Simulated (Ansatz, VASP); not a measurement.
Two plane-wave programs on Pt

INCAR

```
PREC = Accurate ; ENCUT = 520
EDIFF = 1E-6 ; ISMEAR = 0
SIGMA = 0.15 ; LREAL = F
LASPH = T ; NELM = 80
ALGO = Normal ; ISIF = 2
LWAVE = F ; LCHARG = T
GGA = PS ; LELF = T
LVHAR = T ; NBANDS = 17
```

The input KPOINTS:

```
regular mesh
0
Gamma
  18 18 10
```

POSCAR

```
Pt
1.0
    2.6616000000      0.0000000000      0.0000000000
   -1.3308000000      2.3050132147      0.0000000000
    0.0000000000      0.0000000000      4.7069219539
Pt
2
Direct
    0.6666666667      0.3333333333      0.7500000000
    0.3333333333      0.6666666667      0.2500000000
```

Input for Ansatz:

```yaml
crystal:
  lattice:
    - [2.6616, 0.0, 0.0]
    - [-1.3308, 2.3050132147, 0.0]
    - [0.0, 0.0, 4.7069219539]
  atoms:
    - { symbol: Pt, position: [0.6666666667, 0.3333333333, 0.75] }
    - { symbol: Pt, position: [0.3333333333, 0.6666666667, 0.25] }
basis:
  ecutwfc: 420
kpoints:
  mp_grid: { grid: [18, 18, 10] }
hamiltonian:
  xc: pbesol
scf:
  occupations: { method: gaussian, width: 0.15 }
output:
  forces: true
  stress: true
  eigenvalues: true
```

Alike in both runs: task single point; functional PBEsol; k mesh 18 × 18 × 10; occupations gaussian, width 0.15 eV; no spin polarisation.

```csv
,VASP,Ansatz
version,VASP 6.6.1,Ansatz 0.2.0
potentials or method,"VASP PAW PBE potentials, release 64 (Pt), cutoff 520 eV","scalar-relativistic, plane waves, PAW"
valence electrons in the cell,20,36
```

```tsv
	VASP	Ansatz	Ansatz less VASP
gap on the k mesh at the Fermi level (eV)	none	none	-
pressure (GPa)	15.8	16.1	+0.39
traceless stress, the component that is largest in VASP (GPa)	-6.55	-6.45	+0.100
```

VASP's potentials were made for PBE, not for PBEsol. A gap of «none» marks a metal or a gap that the smearing closes. The functional is the same, so the differences come from potentials, cutoffs and numerics. VASP's potentials hold 20 valence electrons a cell and Ansatz's 36, so a difference there can come from the potentials and not from the codes.

Neither program's run includes spin-orbit coupling.
